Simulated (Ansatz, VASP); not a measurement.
MgO: VASP beside Ansatz

```
Mg O
1.0
     3.48638    0.00000    0.00000
    -1.74319    3.01929    0.00000
     0.00000    0.00000    4.17804
Mg O
2 2
Direct
  0.66667 0.33333 0.75000
  0.33333 0.66667 0.25000
  0.66667 0.33333 0.25000
  0.33333 0.66667 0.75000
```

Alike in both runs: task single point; functional r2SCAN; k mesh 6 × 6 × 6; no spin polarisation.

|  | VASP | Ansatz |
| --- | --- | --- |
| version | VASP 6.6.1 | Ansatz 0.2.0 |
| potentials or method | VASP PAW PBE potentials, release 64 (Mg, O) | plane waves, PAW |
| plane-wave cutoff (eV) | 520 | 500 |
| occupations | gaussian, width 0.01 eV | fixed |
| valence electrons in the cell | 16 | 32 |

|  | VASP | Ansatz | Ansatz less VASP |
| --- | --- | --- | --- |
| gap on the k mesh at the Fermi level (eV) | 4.08 | 4.10 | +0.014 |

VASP's potentials were made for PBE, not for r2SCAN. VASP's potentials hold 16 valence electrons a cell and Ansatz's 32, so a difference there can come from the potentials and not from the codes.
